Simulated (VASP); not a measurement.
**BN: single point with PBE+D3(BJ)**

BN:

```
B N
1.0
     2.51000    0.00000    0.00000
    -1.25500    2.17372    0.00000
     0.00000    0.00000    6.69000
B N
2 2
Direct
  0.00000 0.00000 0.50000
  0.33333 0.66667 0.00000
  0.91113 0.93494 0.00000
  0.57779 0.26827 0.50000
```

This cell differs from its parent crystal: all N atoms moved -0.200 Å, as atom 3 along Cartesian [1 1 0].

```json
{"Program": "VASP 6.6.1", "Task": "single point", "Functional": "PBE", "Dispersion": "D3(BJ)", "Potentials or basis": "VASP PAW PBE potentials, release 64 (B, N)", "Cutoff": "520 eV", "k mesh": "12 × 12 × 4", "Occupations": "gaussian, width 0.05 eV", "Spin": "no spin polarisation"}
```

```json
{"Pressure": "16.4 GPa", "Largest force": "10.678 eV/Å", "Band gap on the k mesh": "2.56 eV, indirect (least direct gap 3.68 eV)", "Dispersion energy per atom": "-0.139 eV"}
```

Forces on the atoms (eV/Å):
```
B   -8.791 -6.004  0.000
B   -8.812 -6.014  0.000
N    8.818  6.021  0.000
N    8.785  5.997  0.000
```

Stress tensor (GPa, compression positive):
```
44.50 25.46  0.00
25.46  5.19  0.00
 0.00  0.00 -0.58
```

Levels at points of the mesh, in eV from the valence-band top:
```
           k point  band 5  band 6  band 7  band 8  band 9  band 10  band 11  band 12
(0.00, 0.00, 0.00)   -4.29   -4.21   -0.08    0.00    4.38     8.05     8.18     9.36
(0.50, 0.00, 0.00)   -4.04   -3.94   -1.63   -1.12    2.56     3.67     9.08     9.15
(0.00, 0.50, 0.00)   -5.59   -5.50   -2.71   -2.13    4.77     5.95     7.97     8.04
(0.50, 0.50, 0.00)   -4.73   -4.65   -2.42   -1.84    4.08     5.21     7.48     7.54
(0.00, 0.00, 0.50)   -4.28   -4.20   -0.08    0.00    6.57     6.61     8.12     8.18
(0.50, 0.00, 0.50)   -4.03   -3.95   -1.34   -1.27    2.84     2.90     9.28     9.34
(0.00, 0.50, 0.50)   -5.58   -5.51   -2.42   -2.35    5.05     5.08     8.17     8.23
(0.50, 0.50, 0.50)   -4.73   -4.65   -2.13   -2.06    4.36     4.40     7.62     7.68
```

It took 71 s on 1 thread of Intel(R) Xeon(R) 6975P-C (Granite Rapids) (shared host), peak memory 0.23 GiB.

Caveat: the cell differs from its parent crystal (all N atoms moved -0.200 Å, as atom 3 along Cartesian [1 1 0]); forces of over 1 eV/Å act on the atoms, so gaps and moduli don't describe the material at rest. A k mesh can miss the band edges.
